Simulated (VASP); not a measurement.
# Nd (Im-3m) in VASP: further runs, part 2 of 2

VASP 6.6.1. The steps go on from the part before.

## Step 4: Single point, PBE, collinear spin, ferromagnetic start (37.77 Å³/atom)

This run uses another cell than the first one, of 37.77 Å³/atom.

INCAR reads:

```
SYSTEM = Nd
PREC     = Accurate       ! precision mode
ENCUT    = 520            ! plane-wave cutoff, eV
EDIFF    = 1E-7           ! SCF threshold, eV
ISMEAR   = 0              ! smearing method
SIGMA    = 0.05           ! smearing width, eV
LREAL    = .False.        ! projectors in reciprocal space
LASPH    = .True.         ! aspherical terms in the spheres
NELM     = 150            ! most SCF steps
ALGO     = Normal         ! electronic algorithm
ISIF     = 2              ! what is computed and relaxed
LWAVE    = .False.        ! write WAVECAR
LCHARG   = .False.        ! write CHGCAR
ISPIN    = 2              ! spin polarisation
MAGMOM   = 4.02           ! initial moments
LORBIT   = 11             ! projections on sites
LMAXMIX  = 6              ! l up to which the mixer works
GGA      = PE             ! functional
NBANDS   = 17             ! bands
```

KPOINTS reads:

```
regular mesh
0
Gamma
  14 14 14
  0 0 0
```

POSCAR reads:

```
Nd
1.0
   -2.1136865809      2.1136865809      2.1136865809
    2.1136865809     -2.1136865809      2.1136865809
    2.1136865809      2.1136865809     -2.1136865809
Nd
1
Direct
    0.0000000000      0.0000000000      0.0000000000
```

Potentials or basis: VASP PAW PBE potentials, release 64 (Nd).

The run is started by

```
$ cat potpaw_PBE.64/Nd/POTCAR > POTCAR
$ mpirun -np 1 vasp_std > vasp.out
```

OUTCAR:

```text
SYSTEM = Nd
   PREC = Accurate
   ENCUT = 520
   EDIFF = 1E-7
   ISMEAR = 0
   LREAL = .False.
   LASPH = .True.
   NELM = 150
   ISIF = 2
   ISPIN = 2
   LORBIT = 11
   GGA = PE

 ion  position               nearest neighbor table
   1  0.000  0.000  0.000-

  LATTYP: Found a body centered cubic cell.
 ALAT       =     4.2273731618

  Lattice vectors:

 A1 = (  -2.1136865809,   2.1136865809,   2.1136865809)
 A2 = (   2.1136865809,  -2.1136865809,   2.1136865809)
 A3 = (   2.1136865809,   2.1136865809,  -2.1136865809)

Analysis of symmetry for initial positions (statically):
=====================================================================
 Subroutine PRICEL returns:
 Original cell was already a primitive cell.

 Routine SETGRP: Setting up the symmetry group for a
 body centered cubic supercell.

 Subroutine GETGRP returns: Found 48 space group operations
 (whereof 48 operations were pure point group operations)
 out of a pool of 48 trial point group operations.

The static configuration has the point symmetry O_h .

Analysis of symmetry for dynamics (positions and initial velocities):
[... 660 lines left out ...]
 [... further k-points ...]

 spin component 2

 k-point     1 :       0.0000    0.0000    0.0000
  band No.  band energies     occupation
      1     -31.6142      1.00000
      2     -12.7661      1.00000
      3     -12.7660      1.00000
      4     -12.7660      1.00000
      5       0.7893      1.00000
      6       5.9622      0.00000
[... 459 lines left out ...]
      6       4.8515      0.00000
[... 9 lines left out ...]
     16       9.3080      0.00000
     17      12.0408      0.00000

 [... further k-points ...]

------------------------ aborting loop because EDIFF is reached ----------------------------------------

  FORCE on cell =-STRESS in cart. coord.  units (eV):
  Direction    XX          YY          ZZ          XY          YZ          ZX
  --------------------------------------------------------------------------------------
  -------------------------------------------------------------------------------------
  Total       -0.1767632     -0.1767632     -0.1767632     -0.0000000      0.0000000      0.0000000
  in kB       -7.4975712     -7.4975712     -7.4975712     -0.0000000      0.0000000      0.0000000
  external PRESSURE =      -7.4975712 kB  Pullay stress =       0.0000000 kB

 VOLUME and BASIS-vectors are now :
 -----------------------------------------------------------------------------
  energy-cutoff  :      520.00
  volume of cell :       37.77
      direct lattice vectors                 reciprocal lattice vectors
    -2.113686581  2.113686581  2.113686581     0.000000000  0.236553520  0.236553520
     2.113686581 -2.113686581  2.113686581     0.236553520  0.000000000  0.236553520
     2.113686581  2.113686581 -2.113686581     0.236553520  0.236553520  0.000000000

 POSITION                                       TOTAL-FORCE (eV/Angst)
 -----------------------------------------------------------------------------------
      0.00000      0.00000      0.00000        -0.000000      0.000000     -0.000000
 -----------------------------------------------------------------------------------
    total drift:                               -0.000000     -0.000000     -0.000000

  FREE ENERGIE OF THE ION-ELECTRON SYSTEM (eV)
  ---------------------------------------------------
  free  energy   TOTEN  =        -6.3566684317 eV

  energy  without entropy=       -6.3463120249  energy(sigma->0) =       -6.35149023

 total charge

# of ion       s       p       d       f       tot
--------------------------------------------------
    1        2.025   5.397   0.470   3.332  11.225

 magnetization (x)

# of ion       s       p       d       f       tot
--------------------------------------------------
    1       -0.010  -0.104   0.140   3.314   3.341
```

OSZICAR:

```text
N       E                     dE             d eps       ncg     rms          rms(c)
DAV:   1     0.979906862427E+02    0.97991E+02   -0.53127E+03  8194   0.204E+03
DAV:   2     0.362902903260E+01   -0.94362E+02   -0.84919E+02 10869   0.240E+02
DAV:   3    -0.590002822728E+01   -0.95291E+01   -0.91466E+01 10875   0.107E+02
[... 18 lines left out ...]
DAV:  22    -0.635666790761E+01    0.14630E-06   -0.30535E-07  4973   0.673E-03    0.181E-03
DAV:  23    -0.635666814387E+01   -0.23626E-06   -0.89277E-08  5744   0.265E-03    0.397E-03
DAV:  24    -0.635666827986E+01   -0.13598E-06   -0.15283E-08  3817   0.234E-03    0.125E-03
DAV:  25    -0.635666841326E+01   -0.13340E-06   -0.82381E-09  3823   0.153E-03    0.680E-04
DAV:  26    -0.635666843174E+01   -0.18485E-07   -0.36602E-09  3777   0.129E-03
   1 F= -.63566684E+01 E0= -.63514902E+01  d E =-.103564E-01  mag=     3.9366
```

Wall time 3.3 min (1 thread of Intel Xeon Platinum 8259CL at 2.50GHz (Skylake/Cascade Lake), shared host); peak memory 0.26 GiB.

Results:

| Property | Result |
| --- | --- |
| Free energy | -6.3567 eV |
| Pressure | -0.7 GPa |
| Net moment | 3.94 μB per cell |
| Site moments | Nd +3.34 μB |
| Valence electrons inside the program's atomic spheres | Nd 11.22 |

Caveat: the magnetic or orbital state may not be the lowest; spin-orbit coupling is left out, which moves the levels of the heavy elements; semilocal functionals describe open f shells poorly, which spoils levels, moments and volumes.

## Step 5: Summary

| cell | gap on the mesh (eV) | pressure (GPa) | moment (μB) |
| --- | --- | --- | --- |
| a = 3.627 Å, angles 109.5°, 1 atom | none | -0.3 | 3.93 |
| a = 3.541 Å, angles 109.5°, 1 atom | none | -1.4 | 4.04 |
| a = 3.661 Å, angles 109.5°, 1 atom | none | -0.7 | 3.94 |

Alike in all rows: task single point; level PBE; potentials or basis VASP PAW PBE potentials, release 64 (Nd); spin collinear, ferromagnetic start; k mesh 14 × 14 × 14; cutoff (eV) 520; smearing gaussian 0.05 eV.

Caveats: the magnetic or orbital state may not be the lowest; spin-orbit coupling is left out, which moves the levels of the heavy elements; semilocal functionals describe open f shells poorly, which spoils levels, moments and volumes.

Total energies depend on the potentials used, so only differences within one code and one set of settings carry meaning.
